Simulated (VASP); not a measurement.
Crystal: LiH3.

```xyz
4
Lattice="-1.5050 1.5050 3.3617 1.5050 -1.5050 3.3617 1.5050 1.5050 -3.3617" Properties=species:S:1:pos:R:3 pbc="T T T"
Li    0.0000    0.0000    0.0000
H     0.0000    0.0000    3.3617
H     1.5050    0.0000    1.6809
H     0.0000    1.5050    1.6809
```

```yaml
Program: VASP 6.6.1
Task: relaxation of cell and atoms
Functional: PBE
Potentials_or_basis: VASP PAW PBE potentials, release 64 (Li_sv, H)
Cutoff: 600 eV
k_mesh: 8 × 8 × 8
Occupations: gaussian, width 0.1 eV
Spin: no spin polarisation
```

At the start: pressure -9.7 GPa; volume 7.61 Å³/atom.

How do energy, volume and symmetry change on relaxing?

Over 12 steps the energy falls by 192.2 meV/atom and the volume is 5.11 Å³/atom (-32.9 %); space group I4/mmm (No. 139, to 0.1 Å) before, Fm-3m (No. 225, to 0.1 Å).

Step by step:
```csv
step,energy change (eV),largest force (eV/Å),pressure (GPa),volume (Å³)
1,0.0000,0.0000,-9.73,30.46
2,-0.1255,0.0000,-8.88,28.46
3,-0.4020,0.0000,-3.42,22.99
4,0.0851,0.0000,41.03,14.16
5,-0.4464,0.0000,0.39,21.12
6,-0.4507,0.0000,2.12,20.47
7,-0.5202,0.0000,2.79,20.05
8,-0.6870,0.0000,6.87,18.56
9,0.0118,0.0000,38.24,14.49
10,-0.6979,0.0000,8.99,18.02
11,-0.7646,0.0000,2.02,19.78
12,-0.7689,0.0000,0.07,20.44
```

Final structure:
```
Li H
1.0
    -1.54201    1.54201    2.14858
     1.54201   -1.54201    2.14858
     1.54201    1.54201   -2.14858
Li H
1 3
Cartesian
  0.0000 0.0000 0.0000
  0.0000 0.0000 2.1486
  1.5420 0.0000 1.0743
  0.0000 1.5420 1.0743
```

Caveat: the cutoff is under 1.25 times the usual one of these potentials, so pressure, stress and relaxed cells hold a basis-set (Pulay) error; the volume moved by over 15 % at a fixed basis, so the end points are rough.
